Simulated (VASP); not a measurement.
# FeNi2 (Fd-3m) in VASP: a series of runs, part 2 of 2

VASP 6.6.1. The steps go on from the part before.

### Step 3. Single point, PBE, collinear spin, ferromagnetic start

This run uses another cell than the first one, of 11.24 Å³/atom, 1.021 times its volume.

Input file INCAR:

```
ALGO = Normal ; EDIFF = 1E-6
ENCUT = 520 ; GGA = PE
ISIF = 2 ; ISMEAR = -1
ISPIN = 2 ; LASPH = T
LCHARG = F ; LMAXMIX = 4
LORBIT = 11 ; LREAL = F
LWAVE = F ; MAGMOM = 1 1 1 1 3 3
NBANDS = 41 ; NELM = 150
PREC = Accurate ; SIGMA = 0.05
```

Input file KPOINTS:

```
k-points
0
Gamma
  7 7 7
```

Input file POSCAR:

```
FeNi2
1.0
    0.0000000000      3.2308157497      3.2308157497
    3.2308157497      0.0000000000      3.2308157497
    3.2308157497      3.2308157497      0.0000000000
Ni Fe
4 2
Direct
    0.6250000000      0.6250000000      0.6250000000
    0.1250000000      0.6250000000      0.6250000000
    0.6250000000      0.1250000000      0.6250000000
    0.6250000000      0.6250000000      0.1250000000
    0.0000000000      0.0000000000      0.0000000000
    0.2500000000      0.2500000000      0.2500000000
```

Potentials or basis: VASP PAW PBE potentials, release 64 (Ni, Fe).

Launch:

```console
$ cat potpaw_PBE.64/Ni/POTCAR potpaw_PBE.64/Fe/POTCAR > POTCAR
$ mpirun -np 1 vasp_std > vasp.out
```

OUTCAR:

```text
EDIFF = 1E-6
   ENCUT = 520
   GGA = PE
   ISIF = 2
   ISMEAR = -1
   ISPIN = 2
   LASPH = T
   LORBIT = 11
   LREAL = F
   NELM = 150
   PREC = Accurate

 ion  position               nearest neighbor table
   1  0.625  0.625  0.625-   2 2.28   3 2.28   4 2.28   4 2.28   3 2.28   2 2.28   6 2.68   5 2.68
                             6 2.68   5 2.68   6 2.68   5 2.68
   2  0.125  0.625  0.625-   1 2.28   4 2.28   3 2.28   1 2.28   3 2.28   4 2.28   5 2.68   6 2.68
                             5 2.68   5 2.68   6 2.68   6 2.68
   3  0.625  0.125  0.625-   1 2.28   4 2.28   1 2.28   2 2.28   4 2.28   2 2.28   5 2.68   6 2.68
                             5 2.68   6 2.68   6 2.68   5 2.68
   4  0.625  0.625  0.125-   1 2.28   1 2.28   2 2.28   3 2.28   3 2.28   2 2.28   6 2.68   5 2.68
                             6 2.68   5 2.68   6 2.68   5 2.68
   5  0.000  0.000  0.000-   1 2.68   3 2.68   4 2.68   1 2.68   2 2.68   4 2.68   1 2.68   2 2.68
                             3 2.68   2 2.68   3 2.68   4 2.68   6 2.80   6 2.80   6 2.80   6 2.80
   6  0.250  0.250  0.250-   2 2.68   3 2.68   4 2.68   1 2.68   2 2.68   3 2.68   1 2.68   2 2.68
                             4 2.68   1 2.68   3 2.68   4 2.68   5 2.80   5 2.80   5 2.80   5 2.80

  LATTYP: Found a face centered cubic cell.
 ALAT       =     6.4616314994

  Lattice vectors:

 A1 = (   0.0000000000,   3.2308157497,   3.2308157497)
 A2 = (   3.2308157497,   0.0000000000,   3.2308157497)
 A3 = (   3.2308157497,   3.2308157497,   0.0000000000)

Analysis of symmetry for initial positions (statically):
=====================================================================
 Subroutine PRICEL returns:
 Original cell was already a primitive cell.

 Routine SETGRP: Setting up the symmetry group for a
 face centered cubic supercell.

 Subroutine GETGRP returns: Found 48 space group operations
 (whereof 24 operations were pure point group operations)
 out of a pool of 48 trial point group operations.

The static configuration has the point symmetry T_d .
 The point group associated with its full space group is O_h .

Analysis of symmetry for dynamics (positions and initial velocities):
[... 1046 lines left out ...]
     39      18.9556      0.00000
     40      19.0351      0.00000
 Fermi energy:         8.2564231078

 spin component 2

 k-point     1 :       0.0000    0.0000    0.0000
  band No.  band energies     occupation
      1      -0.8075      1.00000
      2       3.0354      1.00000
      3       4.1566      1.00000
      4       4.1566      1.00000
      5       4.1566      1.00000
      6       4.8026      1.00000
[... 849 lines left out ...]
     39      19.3556      0.00000
     40      19.4339      0.00000
 [bands above 40 left out]

------------------------ aborting loop because EDIFF is reached ----------------------------------------

  FORCE on cell =-STRESS in cart. coord.  units (eV):
  Direction    XX          YY          ZZ          XY          YZ          ZX
  --------------------------------------------------------------------------------------
  -------------------------------------------------------------------------------------
  Total        3.2677192      3.2677192      3.2677192      0.0000000      0.0000000     -0.0000000
  in kB       77.6227008     77.6227008     77.6227008      0.0000000      0.0000000     -0.0000000
  external PRESSURE =      77.6227008 kB  Pullay stress =       0.0000000 kB

 VOLUME and BASIS-vectors are now :
 -----------------------------------------------------------------------------
  energy-cutoff  :      520.00
  volume of cell :       67.45
      direct lattice vectors                 reciprocal lattice vectors
     0.000000000  3.230815750  3.230815750    -0.154759676  0.154759676  0.154759676
     3.230815750  0.000000000  3.230815750     0.154759676 -0.154759676  0.154759676
     3.230815750  3.230815750  0.000000000     0.154759676  0.154759676 -0.154759676

 POSITION                                       TOTAL-FORCE (eV/Angst)
 -----------------------------------------------------------------------------------
      4.03852      4.03852      4.03852         0.000000      0.000000      0.000000
      4.03852      2.42311      2.42311         0.000000      0.000000      0.000000
      2.42311      4.03852      2.42311         0.000000      0.000000      0.000000
      2.42311      2.42311      4.03852         0.000000      0.000000      0.000000
      0.00000      0.00000      0.00000         0.000000      0.000000      0.000000
      1.61541      1.61541      1.61541        -0.000000     -0.000000     -0.000000
 -----------------------------------------------------------------------------------
    total drift:                                0.000000      0.000000      0.000000

  FREE ENERGIE OF THE ION-ELECTRON SYSTEM (eV)
  ---------------------------------------------------
  free  energy   TOTEN  =       -37.6939144093 eV

  energy  without entropy=      -37.6402508470  energy(sigma->0) =      -37.66708263

 total charge

# of ion       s       p       d       tot
------------------------------------------
    1        0.562   0.588   8.375   9.525
    2        0.562   0.588   8.375   9.525
    3        0.562   0.588   8.375   9.525
    4        0.562   0.588   8.375   9.525
    5        0.394   0.411   6.086   6.891
    6        0.394   0.411   6.086   6.891
--------------------------------------------------
tot          3.035   3.172  45.673  51.880

 magnetization (x)

# of ion       s       p       d       tot
------------------------------------------
    1       -0.020  -0.064   0.615   0.531
    2       -0.020  -0.064   0.615   0.531
    3       -0.020  -0.064   0.615   0.531
    4       -0.020  -0.064   0.615   0.531
    5        0.000  -0.015   2.881   2.865
    6        0.000  -0.015   2.881   2.865
--------------------------------------------------
tot         -0.079  -0.288   8.221   7.854
```

stdout:

```text
POSCAR found type information on POSCAR NiFe
 POSCAR found :  2 types and       6 ions
 scaLAPACK will be used
 LDA part: xc-table for (Slater+PW92), standard interpolation
 POSCAR, INCAR and KPOINTS ok, starting setup
 FFT: planning ... GRIDC
 FFT: planning ... GRID_SOFT
 FFT: planning ... GRID
 WAVECAR not read
 entering main loop
```

Run time: 3.6 min. Hardware: 1 thread of Oxide Virtual Turin-like, shared host; peak memory 0.25 GiB.

What came out:

```
Free energy                                           : -37.6939 eV
Pressure                                              : 7.8 GPa
Net moment                                            : 7.80 μB per cell
Site moments                                          : Ni +0.53; Fe +2.87 μB
Valence electrons inside the program's atomic spheres : Ni 9.53; Fe 6.89
```

### Step 4. Single point, PBE, collinear spin, ferromagnetic start

This run uses another cell than the first one, of 11.48 Å³/atom, 1.043 times its volume.

Input file INCAR:

```
PREC     = Accurate       # precision mode
ENCUT    = 520            # plane-wave cutoff, eV
EDIFF    = 1E-7           # SCF threshold, eV
ISMEAR   = -1             # smearing method
SIGMA    = 0.05           # smearing width, eV
LREAL    = F              # projectors in reciprocal space
LASPH    = T              # aspherical terms in the spheres
NELM     = 150            # most SCF steps
ALGO     = Normal         # electronic algorithm
ISIF     = 2              # what is computed and relaxed
LWAVE    = F              # write WAVECAR
LCHARG   = F              # write CHGCAR
ISPIN    = 2              # spin polarisation
MAGMOM   = 1 1 1 1 3 3    # initial moments
LORBIT   = 11             # projections on sites
LMAXMIX  = 4              # l up to which the mixer works
GGA      = PE             # functional
NBANDS   = 41             # bands
```

Input file KPOINTS:

```
regular mesh
0
Gamma
  7 7 7
```

Edit POSCAR of step 3 so:

```diff
@@ -2,5 +2,5 @@
 1.0
-    0.0000000000      3.2308157497      3.2308157497
-    3.2308157497      0.0000000000      3.2308157497
-    3.2308157497      3.2308157497      0.0000000000
+    0.0000000000      3.2530979417      3.2530979417
+    3.2530979417      0.0000000000      3.2530979417
+    3.2530979417      3.2530979417      0.0000000000
 Ni Fe
```

Launch:

```console
$ cat potpaw_PBE.64/Ni/POTCAR potpaw_PBE.64/Fe/POTCAR > POTCAR
$ mpirun -np 1 vasp_std > vasp.out
```

It took 4.7 min on 1 thread of Oxide Virtual Turin-like, shared host; peak memory 0.25 GiB.

Results (log left out):

```
Free energy                                           : -37.7422 eV
Pressure                                              : 3.5 GPa
Net moment                                            : 7.85 μB per cell
Site moments                                          : Ni +0.53; Fe +2.90 μB
Valence electrons inside the program's atomic spheres : Ni 9.48; Fe 6.86
```

Levels at points of the mesh, in eV from the Fermi level:
Spin up:
```tsv
k point	band 29	band 30	band 31	band 32	band 33	band 34	band 35	band 36
(0.00, 0.00, 0.00)	-0.18	-0.18	-0.18	1.03	2.75	2.75	2.75	6.22
```
Spin down:
```
           k point  band 22  band 23  band 24  band 25  band 26  band 27
(0.00, 0.00, 0.00)    -0.68    -0.68     0.34     0.34     0.34     0.65
```

### Step 5. Single point, PBE, collinear spin, ferromagnetic start

This run uses another cell than the first one, of 11.71 Å³/atom, 1.064 times its volume.

Input file INCAR:

```
SYSTEM = FeNi2
PREC = Accurate
ENCUT = 520
EDIFF = 1E-7
ISMEAR = -1
SIGMA = 0.05
LREAL = .False.
LASPH = .True.
NELM = 150
ALGO = Normal
ISIF = 2
LWAVE = .False.
LCHARG = .False.
ISPIN = 2
MAGMOM = 1 1 1 1 3 3
LORBIT = 11
LMAXMIX = 4
GGA = PE
NBANDS = 41
```

Input file KPOINTS:

```
Automatic mesh
0
Gamma
  7 7 7
  0 0 0
```

Edit POSCAR of step 4 so:

```diff
@@ -2,5 +2,5 @@
 1.0
-    0.0000000000      3.2530979417      3.2530979417
-    3.2530979417      0.0000000000      3.2530979417
-    3.2530979417      3.2530979417      0.0000000000
+    0.0000000000      3.2750790000      3.2750790000
+    3.2750790000      0.0000000000      3.2750790000
+    3.2750790000      3.2750790000      0.0000000000
 Ni Fe
```

Launch:

```console
$ cat potpaw_PBE.64/Ni/POTCAR potpaw_PBE.64/Fe/POTCAR > POTCAR
$ mpirun -np 1 vasp_std > vasp.out
```

Run time: 4.7 min. Hardware: 1 thread of Oxide Virtual Turin-like, shared host; peak memory 0.25 GiB.

It converged, with:

```
Free energy                                           : -37.7562 eV
Pressure                                              : -0.2 GPa
Net moment                                            : 7.89 μB per cell
Site moments                                          : Ni +0.53; Fe +2.92 μB
Valence electrons inside the program's atomic spheres : Ni 9.45; Fe 6.83
```

Levels at points of the mesh, in eV from the Fermi level:
Spin up:
| k point | band 30 | band 31 | band 32 | band 33 | band 34 | band 35 |
| --- | --- | --- | --- | --- | --- | --- |
| (0.00, 0.00, 0.00) | -0.20 | -0.20 | 1.01 | 2.69 | 2.69 | 2.69 |
Spin down:
| k point | band 22 | band 23 | band 24 | band 25 | band 26 | band 27 |
| --- | --- | --- | --- | --- | --- | --- |
| (0.00, 0.00, 0.00) | -0.67 | -0.67 | 0.33 | 0.33 | 0.33 | 0.63 |

### Step 6. Single point, PBE, collinear spin, ferromagnetic start

This run uses another cell than the first one, of 11.71 Å³/atom, 1.064 times its volume.

Input file INCAR:

```
PREC = Accurate
ENCUT = 520
EDIFF = 1E-6
ISMEAR = -1
SIGMA = 0.05
LREAL = F
LASPH = T
NELM = 150
ALGO = Normal
ISIF = 2
LWAVE = F
LCHARG = F
ISPIN = 2
MAGMOM = 1 1 1 1 3 3
LORBIT = 11
LMAXMIX = 4
GGA = PE
NBANDS = 41
```

Input file KPOINTS:

```
regular mesh
0
Gamma
  7 7 7
```

POSCAR is that of step 5.

Potentials or basis: VASP PAW PBE potentials, release 64 (Ni, Fe).

Launch:

```console
$ cat potpaw_PBE.64/Ni/POTCAR potpaw_PBE.64/Fe/POTCAR > POTCAR
$ mpirun -np 1 vasp_std > vasp.out
```

Wall time 4.1 min (1 thread of Oxide Virtual Turin-like, shared host); peak memory 0.25 GiB.

Results (log left out):

```yaml
Free_energy: -37.7562 eV
Pressure: -0.1 GPa
Net_moment: 7.89 μB per cell
Site_moments: Ni +0.53; Fe +2.92 μB
Valence_electrons_inside_the_program's_atomic_spheres: Ni 9.45; Fe 6.83
```

Levels at points of the mesh, in eV from the Fermi level:
Spin up:
```csv
k point,band 30,band 31,band 32,band 33,band 34,band 35
"(0.00, 0.00, 0.00)",-0.20,-0.20,1.01,2.69,2.69,2.69
```
Spin down:
| k point | band 20 | band 21 | band 22 | band 23 | band 24 | band 25 | band 26 | band 27 | band 28 | band 29 |
| --- | --- | --- | --- | --- | --- | --- | --- | --- | --- | --- |
| (0.00, 0.00, 0.00) | -0.78 | -0.67 | -0.67 | -0.67 | 0.33 | 0.33 | 0.33 | 0.63 | 0.63 | 0.63 |

### Step 7. The runs side by side

| cell | gap on the mesh (eV) | pressure (GPa) | moment (μB) |
| --- | --- | --- | --- |
| a = 4.537 Å, angles 60.0°, 6 atoms | none | 12.3 | 7.76 |
| a = 4.569 Å, angles 60.0°, 6 atoms | none | 7.8 | 7.80 |
| a = 4.601 Å, angles 60.0°, 6 atoms | none | 3.5 | 7.85 |
| a = 4.632 Å, angles 60.0°, 6 atoms | none | -0.1 | 7.89 |

Alike in all rows: task single point; level PBE; potentials or basis VASP PAW PBE potentials, release 64 (Ni, Fe); spin collinear, ferromagnetic start; k mesh 7 × 7 × 7; cutoff (eV) 520; smearing fermi-dirac 0.05 eV.

Total energies depend on the potentials used, so only differences within one code and one set of settings carry meaning.
